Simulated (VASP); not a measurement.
Set up this calculation in VASP 6.6.1, as the native input.

| Property | Result |
| --- | --- |
| Task | single point |
| Functional | PBEsol |
| Potentials or basis | VASP PAW PBE potentials, release 64 (Zr_sv, C) |
| Cutoff | 520 eV |
| k mesh | 13 × 13 × 13 |
| Occupations | fermi-dirac, width 0.05 eV |
| Spin | no spin polarisation |
| Dipole correction | no |
| Further INCAR settings | ALGO = Normal; EDIFF = 1e-07; NBANDS = 15 |

The structure of ZrC lies in POSCAR:

```
ZrC
1.0
    0.0000000000      2.3564331911      2.3564331911
    2.3564331911      0.0000000000      2.3564331911
    2.3564331911      2.3564331911      0.0000000000
Zr C
1 1
Direct
    0.0000000000      0.0000000000      0.0000000000
    0.5000000000      0.5000000000      0.5000000000
```

These files were run (other wordings do the same):

INCAR

```
SYSTEM = ZrC
PREC = Accurate ; ENCUT = 520
EDIFF = 1E-7 ; ISMEAR = -1
SIGMA = 0.05 ; LREAL = .FALSE.
LASPH = .TRUE. ; NELM = 80
ALGO = Normal ; ISIF = 2
LWAVE = .FALSE. ; LCHARG = .FALSE.
GGA = PS ; NBANDS = 15
```

KPOINTS

```
Automatic mesh
0
G
  13 13 13
  0 0 0
```

Potentials or basis: VASP PAW PBE potentials, release 64 (Zr_sv, C).

Run with:

```bash
$ cat potpaw_PBE.64/Zr_sv/POTCAR potpaw_PBE.64/C/POTCAR > POTCAR
$ mpirun -np 1 vasp_std > vasp.out
```

Results of the run:

- Pressure: -5.9 GPa
- Band gap on the k mesh: zero (bands 8 and 9 overlap by 1.32 eV)

Caveat: the cell stands under tension; the PAW data sets were made with another functional, which shifts forces and pressure a little.

Run time: 73 s on 1 thread of Intel Xeon 8259CL (shared host), peak memory 0.18 GiB.
